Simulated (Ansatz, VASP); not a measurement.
One calculation of ScGa5S, two programs

```
Sc Ga S
1.0
     5.68043    0.00000    0.00000
    -2.84022    4.91940    0.00000
     0.00000    0.00000    9.84574
Sc Ga S
1 5 1
Direct
  0.00000 0.00000 0.50000
  0.50000 0.00000 0.00000
  0.00000 0.50000 0.00000
  0.50000 0.50000 0.00000
  0.00000 0.00000 0.76834
  0.00000 0.00000 0.23166
  0.00000 0.00000 0.00000
```

Alike in both runs: functional PBE; k mesh 4 × 4 × 2; occupations gaussian, width 0.2 eV; no spin polarisation.

Ansatz relaxed the structure, and its values are those at the end. VASP's run is a single point on that final structure, the one shown.

|  | VASP | Ansatz |
| --- | --- | --- |
| version | VASP 6.6.1 | Ansatz 0.2.0 |
| potentials or method | VASP PAW PBE potentials, release 64 (Sc_sv, Ga_d, S), cutoff 520 eV | scalar-relativistic, plane waves, PAW |
| valence electrons in the cell | 82 | 82 |

Ansatz gave:

| Property | Result |
| --- | --- |
| gap on the k mesh at the Fermi level (eV) | none |
| pressure (GPa) | 0.3 |
| rms of the force components (eV/Å) | 0.011 |

Question: Estimate VASP's values.

Answer: gap on the k mesh at the Fermi level (eV): none; pressure (GPa): 0.4; rms of the force components (eV/Å): 0.012.

A gap of «none» marks a metal or a gap that the smearing closes. The functional is the same, so the differences come from potentials, cutoffs and numerics.
